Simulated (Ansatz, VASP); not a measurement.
## PbF2 in VASP and in Ansatz

```
CELL_PARAMETERS angstrom
0.00000 2.92971 2.92971
2.92971 0.00000 2.92971
2.92971 2.92971 0.00000
ATOMIC_POSITIONS crystal
Pb 0.00000 0.00000 0.00000
F 0.25000 0.25000 0.25000
F 0.75000 0.75000 0.75000
```

Change from the starting cell: volume scaled by 0.96, PAW files.

Alike in both runs: task electric field gradients; functional LDA; k mesh 7 × 7 × 7; occupations fermi-dirac, width 0.03 eV; no spin polarisation.

|  | VASP | Ansatz |
| --- | --- | --- |
| version | VASP 6.6.1 | Ansatz 0.2.0 |
| potentials or method | VASP PAW LDA potentials, release 64 (Pb_d, F) | PAW with Ansatz's default frozen-core files, scalar-relativistic |
| plane-wave cutoff (eV) | 520 | 420 |
| valence electrons in the cell | 28 | 28 |

Ansatz gave:

| Quantity | Value |
| --- | --- |
| gap on the k mesh at the Fermi level (eV) | 4.29 |
| pressure (GPa) | -2.1 |

Question: What did VASP give for the same quantities?

Answer: gap on the k mesh at the Fermi level (eV): 4.24; pressure (GPa): -2.0.

LDA's correlation is that of Perdew and Zunger in VASP and of Perdew and Wang (1992) in Ansatz.

Spin-orbit coupling is off throughout.
